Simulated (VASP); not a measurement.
The system is LiH.

```
Li H
1.0
     0.00000    2.00464    2.00464
     2.00464    0.00000    2.00464
     2.00464    2.00464    0.00000
Li H
1 1
Direct
  0.00000 0.00000 0.00000
  0.50000 0.50000 0.50000
```

Base run:

```yaml
Program: VASP 6.6.1
Functional: r2SCAN
Potentials_or_basis: VASP PAW PBE potentials, release 64 (Li_sv, H)
Cutoff: 830 eV
k_mesh: 10 × 10 × 10
Occupations: gaussian, width 0.05 eV
Spin: no spin polarisation
```

Its results: band gap on the k mesh 3.58 eV.

Task: The run is repeated on the same cell with these changes: functional from r2SCAN to PBE; cutoff from 830 eV to 520 eV; k mesh from 10 × 10 × 10 to 8 × 8 × 8. What comes out?

Result: Band gap on the k mesh 2.98 eV.

Several settings changed at once.

A k mesh can miss the band edges.
